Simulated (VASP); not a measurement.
C, 2 atoms in the cell. Symmetry: C2/m, No. 12, monoclinic system. The conventional cell has a = 4.269 Å, b = 2.465 Å, c = 3.650 Å, α = 90.00°, β = 112.95°, γ = 90.00°. Within 1.9 Å of C (site symmetry m) lie 3 C at 1.39 to 1.44 Å.  This cell differs from its parent crystal: atoms displaced along several vibrational modes.

* Program: VASP 6.6.1
* Task: single point
* Functional: PBE
* Dispersion: D3(BJ)
* Potentials or basis: VASP PAW PBE potentials, release 64 (C)
* Cutoff: 520 eV
* k mesh: 15 × 15 × 15
* Occupations: gaussian, width 0.05 eV
* Spin: no spin polarisation
* Dipole correction: no
* Further INCAR settings: ALGO = Normal; EDIFF = 1e-06; NBANDS = 11

Potentials or basis: VASP PAW PBE potentials, release 64 (C).

Run with:

```console
$ cat potpaw_PBE.64/C/POTCAR > POTCAR
$ mpirun -np 1 vasp_std > vasp.out
```

Hardware: 1 thread of Intel Xeon 8259CL (shared host).

How long does it take, and how much memory?

It took 4.7 min on 1 thread of Intel Xeon 8259CL, on a shared host, peak memory 0.28 GiB. Counts: scf iterations 11, k points 904.
